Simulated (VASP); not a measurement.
# NaCl (R3m) in VASP: settings compared

The runs below take NaCl through single point, with PBE, r2SCAN.

Everything below comes from runs of VASP 6.6.1. Logs are shortened: lines on timing, memory, paths and dates and some standing lists are left out, and cuts for length are marked.

### Step 1. The cell of the first run

Symmetry: R3m, No. 160, trigonal system. Conventional cell: a = 4.366 Å, b = 4.366 Å, c = 10.633 Å, α = 90.00°, β = 90.00°, γ = 120.00°. Within 3.5 Å of Na (site symmetry 3m) lie 4 Cl at 2.67 Å. Within 3.5 Å of Cl (site symmetry 3m) lie 4 Na at 2.67 Å.

### Step 2. Single point, PBE (strain along [111] -0.6%)

INCAR

```
  PREC = Accurate
  ENCUT = 520
  EDIFF = 1E-6
  ISMEAR = -1
  SIGMA = 0.02
  LREAL = False
  LASPH = True
  NELM = 80
  ALGO = Normal
  ISIF = 2
  LWAVE = False
  LCHARG = False
  GGA = PE
  NBANDS = 14
```

KPOINTS

```
regular mesh
0
Gamma
  8 8 8
```

POSCAR

```
NaCl
1.0
   -0.0119374547      3.0753353235      3.0753353235
    3.0753353235     -0.0119374547      3.0753353235
    3.0753353235      3.0753353235     -0.0119374547
Na Cl
1 1
Direct
   -0.0004454355     -0.0004454355     -0.0004454355
    0.2504454355      0.2504454355      0.2504454355
```

Potentials or basis: VASP PAW PBE potentials, release 64 (Na_pv, Cl).

Started as:

```bash
$ cat potpaw_PBE.64/Na_pv/POTCAR potpaw_PBE.64/Cl/POTCAR > POTCAR
$ mpirun -np 1 vasp_std > vasp.out
```

OUTCAR:

```text
PREC = Accurate
   ENCUT = 520
   EDIFF = 1E-6
   ISMEAR = -1
   LREAL = False
   LASPH = True
   NELM = 80
   ISIF = 2
   GGA = PE

 ion  position               nearest neighbor table
   1  1.000  1.000  1.000-   2 2.67   2 2.67   2 2.67   2 2.67
   2  0.250  0.250  0.250-   1 2.67   1 2.67   1 2.67   1 2.67

  LATTYP: Found a trigonal (rhomboedric) cell.
 ALAT       =     4.3491973060
 COS(alpha) =     0.4961145866

  Lattice vectors:

 A1 = (  -0.0119374547,   3.0753353235,   3.0753353235)
 A2 = (   3.0753353235,  -0.0119374547,   3.0753353235)
 A3 = (   3.0753353235,   3.0753353235,  -0.0119374547)

Analysis of symmetry for initial positions (statically):
=====================================================================
 Subroutine PRICEL returns:
 Original cell was already a primitive cell.

 Routine SETGRP: Setting up the symmetry group for a
 trigonal (rhombohedral) supercell.

 Subroutine GETGRP returns: Found  6 space group operations
 (whereof  6 operations were pure point group operations)
 out of a pool of 12 trial point group operations.

The static configuration has the point symmetry C_3v.

Analysis of symmetry for dynamics (positions and initial velocities):
=====================================================================
 Subroutine PRICEL returns:
 Original cell was already a primitive cell.

 Routine SETGRP: Setting up the symmetry group for a
 trigonal (rhombohedral) supercell.

 Subroutine GETGRP returns: Found  6 space group operations
 (whereof  6 operations were pure point group operations)
 out of a pool of 12 trial point group operations.

The dynamic configuration has the point symmetry C_3v.

 Subroutine INISYM returns: Found  6 space group operations
 (whereof  6 operations are pure point group operations),
 and found     1 'primitive' translations

----------------------------------------------------------------------------------------

                                     Primitive cell

  volume of cell :      58.5098

  direct lattice vectors                    reciprocal lattice vectors
    -0.011937455  3.075335324  3.075335324    -0.161640299  0.162270179  0.162270179
     3.075335324 -0.011937455  3.075335324     0.162270179 -0.161640299  0.162270179
     3.075335324  3.075335324 -0.011937455     0.162270179  0.162270179 -0.161640299

  length of vectors
     4.349197306  4.349197306  4.349197306     0.280697004  0.280697004  0.280697004

  position of ions in fractional coordinates (direct lattice)
     0.999554565  0.999554565  0.999554565
     0.250445435  0.250445435  0.250445435

  ion indices of the primitive-cell ions
   primitive index   ion index
                 1           1
                 2           2

----------------------------------------------------------------------------------------

 KPOINTS: regular mesh

Automatic generation of k-mesh.
 Grid dimensions read from file:
 generate k-points for:    8    8    8

 Generating k-lattice:

  Cartesian coordinates                     Fractional coordinates (reciprocal lattice)
    -0.020205037  0.020283772  0.020283772     0.125000000  0.000000000  0.000000000
     0.020283772 -0.020205037  0.020283772     0.000000000  0.125000000  0.000000000
     0.020283772  0.020283772 -0.020205037     0.000000000  0.000000000  0.125000000

  Length of vectors
     0.035087126  0.035087126  0.035087126

  Shift w.r.t. Gamma in fractional coordinates (k-lattice)
     0.000000000  0.000000000  0.000000000

 Subroutine IBZKPT returns following result:
 ===========================================

 Found     65 irreducible k-points:

 Following reciprocal coordinates:
            Coordinates               Weight
  0.000000  0.000000  0.000000      1.000000
  0.125000  0.000000 -0.000000      6.000000
  0.250000  0.000000 -0.000000      6.000000
  0.375000 -0.000000 -0.000000      6.000000
  0.500000  0.000000 -0.000000      3.000000
  0.125000  0.125000 -0.000000      6.000000
[... 16 lines left out ...]
  0.250000  0.125000  0.125000      6.000000
  0.375000  0.125000  0.125000      6.000000
 [... further k-points ...]
   k-points           NKPTS =     65   k-points in BZ     NKDIM =     65   number of bands    NBANDS=     14
   number of dos      NEDOS =    301   number of ions     NIONS =      2
   total plane-waves  NPLWV =  32768
   dimension x,y,z NGX =    32 NGY =   32 NGZ =   32
   dimension x,y,z NGXF=    64 NGYF=   64 NGZF=   64
   ions per type =               1   1
   NGX,Y,Z   is equivalent  to a cutoff of  12.23, 12.23, 12.23 a.u.
   NGXF,Y,Z  is equivalent  to a cutoff of  24.46, 24.46, 24.46 a.u.
 SYSTEM =  unknown system
   PREC   = accura    normal or accurate (medium, high low for compatibility)
   ISTART =      0    job   : 0-new  1-cont  2-samecut
   ICHARG =      2    charge: 1-file 2-atom 10-const
   ISPIN  =      1    spin polarized calculation?
   LNONCOLLINEAR =      F non collinear calculations
   LSORBIT =      F    spin-orbit coupling
   LASPH  =      T    aspherical Exc in radial PAW
   ENCUT  =  520.0 eV  38.22 Ry    6.18 a.u.   8.09  8.09  8.09*2*pi/ulx,y,z
   NELM   =     80;   NELMIN=  2; NELMDL= -5     # of ELM steps
   EDIFF  = 0.1E-05   stopping-criterion for ELM
   LREAL  =      F    real-space projection
   EDIFFG = 0.1E-04   stopping-criterion for IOM
   NSW    =      0    number of steps for IOM
   IBRION =     -1    ionic relax: 0-MD 1-quasi-New 2-CG
   NFREE  =      0    steps in history (QN), initial steepest desc. (CG)
   ISIF   =      2    stress and relaxation
   ISYM   =      2    0-nonsym 1-usesym 2-fastsym
   POTIM  = 0.5000    time-step for ionic-motion
   TEBEG  =    0.0;   TEEND  =   0.0 temperature during run
   PSTRESS=    0.0 pullay stress
   NELECT =      14.0000    total number of electrons
   NUPDOWN=      -1.0000    fix difference up-down
   EMIN   =  10.00;   EMAX   =-10.00  energy-range for DOS
   EFERMI =   0.00;   METHOD = LEGACY
   ISMEAR =    -1;   SIGMA  =   0.02  broadening in eV -4-tet -1-fermi 0-gaus
   EFERMI_NEDOS =   21; number of points for ismear=-14 and -15
   IALGO  =     38    algorithm
   IMIX   =      4    mixing-type and parameters
     AMIX     =   0.40;   BMIX     =  1.00
     AMIX_MAG =   1.60;   BMIX_MAG =  1.00
  volume/ion in A,a.u.               =      29.25       197.42
  Fermi-wavevector in a.u.,A,eV,Ry     =   1.016345  1.920614 14.054242  1.032958
  Thomas-Fermi vector in A             =   2.149683
   LORBIT       =      0    0 simple, 1 ext, 2 COOP (PROOUT), +10 PAW based schemes
   GGA     = PE    functional components
   LHFCALC =     F    Hartree Fock is set to
   AEXX    =    0.0000 exact exchange contribution
   IVDW    =     0    specifies the selected vdW correction
   LEPSILON=     F    determine dielectric tensor
   LRPA    =     F    only Hartree local field effects (RPA)
 non-spin polarized calculation
  energy-cutoff  :      520.00
  volume of cell :       58.51
 maximum number of plane-waves:      1590
   NGX = 17   NGY = 17   NGZ = 17

 number of electron      13.9999997 magnetization

 Free energy of the ion-electron system (eV)
  ---------------------------------------------------
  ext. energy  EPLUGINS =         0.00000000
  ---------------------------------------------------
  free energy    TOTEN  =        -6.63605609 eV

  energy without entropy =       -6.63605609  energy(sigma->0) =       -6.63605609

 E-fermi :  -1.9434     XC(G=0):  -6.8783

 val. band max:       -2.3686697914   @ k =   0.0000   0.0000   0.0000
 cond. band min:       2.5765608623   @ k =   0.0000   0.0000   0.0000
 fundamental gap:      4.9452306538
 Fermi energy:        -1.9433678659

 k-point     1 :       0.0000    0.0000    0.0000
  band No.  band energies     occupation
      1     -22.9638      2.00000
      2     -22.9632      2.00000
      3     -22.9632      2.00000
      4     -14.5041      2.00000
      5      -2.3832      2.00000
      6      -2.3832      2.00000
      7      -2.3687      2.00000
      8       2.5766      0.00000
      9       8.8433      0.00000
     10       8.8433      0.00000
     11       8.9097      0.00000
     12      10.6406      0.00000
     13      10.6406      0.00000
     14      13.0909      0.00000

 k-point     2 :       0.1250    0.0000   -0.0000
  band No.  band energies     occupation
      1     -22.9655      2.00000
      2     -22.9640      2.00000
      3     -22.9634      2.00000
      4     -14.4829      2.00000
      5      -2.5769      2.00000
      6      -2.3967      2.00000
      7      -2.3845      2.00000
      8       2.9372      0.00000
      9       8.4616      0.00000
     10       8.9407      0.00000
     11       8.9999      0.00000
     12      10.2826      0.00000
     13      10.2955      0.00000
     14      12.3829      0.00000

 k-point     3 :       0.2500    0.0000   -0.0000
  band No.  band energies     occupation
      1     -22.9707      2.00000
      2     -22.9646      2.00000
      3     -22.9640      2.00000
      4     -14.4311      2.00000
      5      -2.9800      2.00000
      6      -2.4289      2.00000
      7      -2.4185      2.00000
      8       3.7908      0.00000
      9       7.6965      0.00000
     10       8.8008      0.00000
     11       8.8483      0.00000
     12      10.4048      0.00000
     13      10.4446      0.00000
     14      11.6982      0.00000
[... 324 lines left out ...]
 k-point    23 :       0.2500    0.1250    0.1250
  band No.  band energies     occupation
      1     -22.9686      2.00000
      2     -22.9646      2.00000
      3     -22.9636      2.00000
      4     -14.4510      2.00000
      5      -2.7827      2.00000
      6      -2.4804      2.00000
      7      -2.3979      2.00000
      8       3.4615      0.00000
      9       8.1170      0.00000
     10       8.6458      0.00000
     11       9.2271      0.00000
     12       9.4729      0.00000
     13      10.7081      0.00000
     14      12.7302      0.00000

 k-point    24 :       0.3750    0.1250    0.1250
  band No.  band energies     occupation
      1     -22.9731      2.00000
      2     -22.9659      2.00000
      3     -22.9642      2.00000
      4     -14.3989      2.00000
      5      -3.1044      2.00000
      6      -2.5620      2.00000
      7      -2.4303      2.00000
      8       4.3535      0.00000
      9       7.4229      0.00000
     10       8.1735      0.00000
     11       8.8207      0.00000
     12      10.0260      0.00000
     13      11.6037      0.00000
     14      12.4118      0.00000

 [... further k-points ...]
[... 5 lines left out ...]
  --------------------------------------------------------------------------------------
  -------------------------------------------------------------------------------------
  Total        0.2962254      0.2962254      0.2962254      0.0077954      0.0077954      0.0077954
  in kB        8.1115550      8.1115550      8.1115550      0.2134624      0.2134624      0.2134624
  external PRESSURE =       8.1115550 kB  Pullay stress =       0.0000000 kB

 VOLUME and BASIS-vectors are now :
 -----------------------------------------------------------------------------
  energy-cutoff  :      520.00
  volume of cell :       58.51
      direct lattice vectors                 reciprocal lattice vectors
    -0.011937455  3.075335324  3.075335324    -0.161640299  0.162270179  0.162270179
     3.075335324 -0.011937455  3.075335324     0.162270179 -0.161640299  0.162270179
     3.075335324  3.075335324 -0.011937455     0.162270179  0.162270179 -0.161640299

 POSITION                                       TOTAL-FORCE (eV/Angst)
 -----------------------------------------------------------------------------------
      6.13600      6.13600      6.13600        -0.000457     -0.000457     -0.000457
      1.53742      1.53742      1.53742         0.000457      0.000457      0.000457
 -----------------------------------------------------------------------------------
    total drift:                               -0.000139     -0.000139     -0.000139

  FREE ENERGIE OF THE ION-ELECTRON SYSTEM (eV)
  ---------------------------------------------------
  free  energy   TOTEN  =        -6.6360560865 eV

  energy  without entropy=       -6.6360560865  energy(sigma->0) =       -6.63605609
```

Run time: 23 s. Hardware: 1 thread of Intel Xeon Platinum 8375C at 2.90GHz (Ice Lake), shared host; peak memory 0.19 GiB.

What came out:

```
Free energy            : -6.6361 eV
Pressure               : 0.8 GPa
Band gap on the k mesh : 4.95 eV, direct
```

Caveat: the cell differs from its parent crystal (strain along [111] -0.6%).

### Step 3. Single point, r2SCAN (strain along [111] -0.6%)

POSCAR is that of step 2.

INCAR.step1

```
SYSTEM = NaCl
PREC = Accurate
ENCUT = 520
ISMEAR = 0
SIGMA = 0.01
LREAL = .False.
LASPH = .True.
NELM = 100
NBANDS = 14
GGA = PE
ALGO = Normal
EDIFF = 1E-4
LWAVE = .True.
LCHARG = .False.
```

INCAR.step2

```
SYSTEM = NaCl
PREC = Accurate
ENCUT = 520
EDIFF = 1E-6
ISMEAR = 0
SIGMA = 0.01
LREAL = .False.
LASPH = .True.
NELM = 100
ALGO = Normal
ISIF = 2
LWAVE = .False.
LCHARG = .False.
METAGGA = R2SCAN
LMIXTAU = .True.
NBANDS = 14
ISTART = 1
```

KPOINTS

```
Automatic mesh
0
Gamma
  8 8 8
  0 0 0
```

Potentials or basis: VASP PAW PBE potentials, release 64 (Na_pv, Cl).

Started as:

```bash
$ cat potpaw_PBE.64/Na_pv/POTCAR potpaw_PBE.64/Cl/POTCAR > POTCAR
$ cp INCAR.step1 INCAR
$ mpirun -np 1 vasp_std > vasp.out
$ cp INCAR.step2 INCAR
$ mpirun -np 1 vasp_std > vasp.out
```

Wall time 86 s (1 thread of Intel Xeon Platinum 8375C at 2.90GHz (Ice Lake), shared host); peak memory 0.2 GiB.

Results (log left out):

```
Free energy            : -13.5620 eV
Pressure               : 0.0 GPa
Band gap on the k mesh : 5.57 eV, direct
```

Forces on the atoms (eV/Å):
```
Na   0.001  0.001  0.001
Cl  -0.001 -0.001 -0.001
```

Levels at points of the mesh, in eV from the valence-band top:
```csv
k point,band 3,band 4,band 5,band 6,band 7,band 8,band 9,band 10,band 11,band 12
"(0.00, 0.00, 0.00)",-21.29,-12.68,-0.02,-0.02,0.00,5.57,12.06,12.06,12.13,13.74
"(0.50, 0.00, 0.00)",-21.29,-12.53,-1.06,-0.10,-0.09,8.35,9.48,11.35,11.40,15.21
"(0.50, 0.50, 0.00)",-21.29,-12.49,-0.96,-0.32,-0.30,7.48,9.80,11.63,14.08,14.13
"(0.50, 0.50, 0.50)",-21.29,-12.53,-1.06,-0.11,-0.11,8.35,9.51,11.34,11.34,15.20
```

Caveat: the cell differs from its parent crystal (strain along [111] -0.6%); the PAW data sets were made with another functional, which shifts forces and pressure a little. A k mesh can miss the band edges.
